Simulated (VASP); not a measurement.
Input of a VASP 6.6.1 run:

File INCAR:

```
SYSTEM = Zn4HO4
PREC     = Accurate       ! precision mode
ENCUT    = 520            ! plane-wave cutoff, eV
EDIFF    = 1E-7           ! SCF threshold, eV
ISMEAR   = 0              ! smearing method
SIGMA    = 0.05           ! smearing width, eV
LREAL    = .False.        ! projectors in reciprocal space
LASPH    = .True.         ! aspherical terms in the spheres
NELM     = 60             ! most SCF steps
ALGO     = Normal         ! electronic algorithm
ISIF     = 2              ! what is computed and relaxed
LWAVE    = .False.        ! write WAVECAR
LCHARG   = .False.        ! write CHGCAR
GGA      = PE             ! functional
NBANDS   = 46             ! bands
```

File KPOINTS:

```
regular mesh
0
Gamma
  4 4 8
  0 0 0
```

POSCAR

```
Zn4HO4
1.0
    5.6098780345      0.0000000000      0.0000000000
    0.0000000000      5.6098780345      0.0000000000
    0.0000000000      0.0000000000      3.2790255992
Zn O H
4 4 1
Direct
    0.1816262562      0.1816262562      0.5000000000
    0.8183737438      0.8183737438      0.5000000000
    0.6816262562      0.3183737438      0.0000000000
    0.3183737438      0.6816262562      0.0000000000
    0.8184651117      0.1815348883      0.5000000000
    0.1815348883      0.8184651117      0.5000000000
    0.6815348883      0.6815348883      0.0000000000
    0.3184651117      0.3184651117      0.0000000000
    0.9999176225      0.0683737438      0.0000000000
```

Potentials or basis: VASP PAW PBE potentials, release 64 (Zn, O, H).

Command:

```console
$ cat potpaw_PBE.64/Zn/POTCAR potpaw_PBE.64/O/POTCAR potpaw_PBE.64/H/POTCAR > POTCAR
$ mpirun -np 1 vasp_std > vasp.out
```

Question: Estimate the band gap on the k mesh.

Answer: Zero (an odd number of electrons rules out a gap without spin polarisation).

Question: Estimate the pressure.

Answer: 4.2 GPa.

Question: Predict the largest force.

Answer: 0.496 eV/Å.

Forces in eV/Å, atoms in the order of the input:
```
Zn   0.058 -0.137  0.000
Zn   0.083 -0.102  0.000
Zn  -0.054  0.145  0.000
Zn  -0.043  0.131  0.000
O   -0.450  0.190  0.000
O    0.263 -0.420  0.000
O   -0.088 -0.154  0.000
O    0.356  0.215  0.000
H   -0.126  0.132  0.000
```

Caveat: an odd number of electrons without spin polarisation forces a metal; a magnetic or distorted state may lie lower.
